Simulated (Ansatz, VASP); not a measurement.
## One calculation of Al2Ru, two programs

```
Al Ru
1.0
     0.00000    3.98762    4.38522
     2.35050    0.00000    4.38522
     2.35050    3.98762    0.00000
Al Ru
4 2
Cartesian
  1.1753 0.6296 2.1926
  1.1753 3.3580 2.1926
  2.3505 1.3642 4.3852
  2.3505 6.6111 4.3852
  3.5258 5.9814 6.5778
  2.3505 3.9876 4.3852
```

Alike in both runs: functional PBEsol; k mesh 6 × 6 × 6; occupations gaussian, width 0.01 eV; no spin polarisation.

Ansatz relaxed the structure, and its values are those at the end. VASP's run is a single point on that final structure, the one shown.

```csv
,VASP,Ansatz
version,VASP 6.6.1,Ansatz 0.2.0
potentials or method,"VASP PAW PBE potentials, release 64 (Al, Ru_pv), cutoff 520 eV","scalar-relativistic, plane waves, PAW"
valence electrons in the cell,40,44
```

```tsv
	VASP	Ansatz	Ansatz less VASP
gap on the k mesh at the Fermi level (eV)	0.08	0.08	0.000
least direct gap on the mesh (eV)	1.23	1.23	+0.001
pressure (GPa)	0.1	0.0	-0.11
```

VASP's potentials were made for PBE, not for PBEsol. VASP's potentials hold 40 valence electrons a cell and Ansatz's 44, so a difference there can come from the potentials and not from the codes.
